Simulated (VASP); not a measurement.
Zn, 2 atoms in the cell. Symmetry: P6_3/mmc, No. 194, hexagonal system. Conventional cell: a = 2.659 Å, b = 2.659 Å, c = 5.159 Å, α = 90.00°, β = 90.00°, γ = 120.00°. Within 3.5 Å of Zn (site symmetry -6m2) lie 12 Zn at 2.66 to 3.00 Å. 

* Program: VASP 6.6.1
* Task: relaxation of shape and atoms at fixed volume
* Functional: PBE
* Potentials or basis: VASP PAW PBE potentials, release 64 (Zn)
* Cutoff: 600 eV
* k mesh: 18 × 18 × 8
* Occupations: gaussian, width 0.1 eV
* Spin: no spin polarisation
* Dipole correction: no
* Further INCAR settings: ALGO = Fast; EDIFF = 1e-07; IBRION = 2; EDIFFG = -0.01; NSW = 50; ISIF = 4

Potentials or basis: VASP PAW PBE potentials, release 64 (Zn).

Run with:

```console
$ cat potpaw_PBE.64/Zn/POTCAR > POTCAR
$ mpirun -np 1 vasp_std > vasp.out
```

Hardware: 1 thread of AMD EPYC 9R45 96-Core Processor (Zen 5), with other jobs on the host.

Question: How long does it take, and how much memory?

Answer: Run time: 2.3 min on 1 thread of AMD EPYC 9R45 96-Core Processor (Zen 5), on a shared host, peak memory 0.2 GiB. Counts: scf iterations 26, k points 185, ion steps 3.
